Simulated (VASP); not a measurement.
Ga, 1 atom in the cell. Symmetry: Pm-3m, No. 221, cubic system. The conventional cell has a = 2.716 Å, b = 2.716 Å, c = 2.716 Å, α = 90.00°, β = 90.00°, γ = 90.00°. Within 3.6 Å of Ga (site symmetry m-3m) lie 6 Ga at 2.72 Å. 

- Program: VASP 6.6.1
- Task: single point
- Functional: LDA
- Potentials or basis: VASP PAW LDA potentials, release 64 (Ga_d)
- Cutoff: 520 eV
- k mesh: 7 × 7 × 7
- Occupations: fermi-dirac, width 0.05 eV
- Spin: non-collinear spin, zero start, spin-orbit coupling
- Starting moments: [[0.0, 0.0, 0.0]] μB
- Dipole correction: no
- Further INCAR settings: ALGO = Normal; EDIFF = 1e-07; NBANDS = 24

Potentials or basis: VASP PAW LDA potentials, release 64 (Ga_d).

The run is started by

```sh
$ cat potpaw_LDA.64/Ga_d/POTCAR > POTCAR
$ mpirun -np 1 vasp_ncl > vasp.out
```

Hardware: 1 thread of Intel(R) Xeon(R) 6975P-C (Granite Rapids), with other jobs on the host.

Problem. How long does it take, and how much memory?

Solution. Wall time 6.3 s on 1 thread of Intel(R) Xeon(R) 6975P-C (Granite Rapids) (shared host), peak memory 0.15 GiB. Counts: scf iterations 12, k points 20.
